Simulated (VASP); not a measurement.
BAs: single point with r2SCAN

The system is BAs.

```
CELL_PARAMETERS angstrom
0.00000 2.38850 2.38850
2.38850 0.00000 2.38850
2.38850 2.38850 0.00000
ATOMIC_POSITIONS crystal
As 0.75000 0.75000 0.75000
B 0.00000 0.00000 0.00000
```

* Program: VASP 6.6.1
* Task: single point
* Functional: r2SCAN
* Potentials or basis: VASP PAW PBE potentials, release 64 (As, B)
* Cutoff: 520 eV
* k mesh: 8 × 8 × 8
* Occupations: methfessel-paxton, width 0.025 eV
* Spin: non-collinear spin, zero start, spin-orbit coupling
* Starting moments: [[0.0, 0.0, 0.0], [0.0, 0.0, 0.0]] μB

* Pressure: 0.9 GPa
* Net moment: 0.00 μB per cell
* Valence electrons inside the program's atomic spheres: As 2.96; B 1.83

Moments on the atoms (μB; x, y, z):
```
As  0.00 0.00 0.00
B   0.00 0.00 0.00
```

Wall time 5.9 min on 1 thread of Intel(R) Xeon(R) Platinum 8259CL CPU @ 2.50GHz (Skylake/Cascade Lake), with other jobs on the host, peak memory 0.31 GiB.

Caveat: the PAW data sets were made with another functional, which shifts forces and pressure a little.
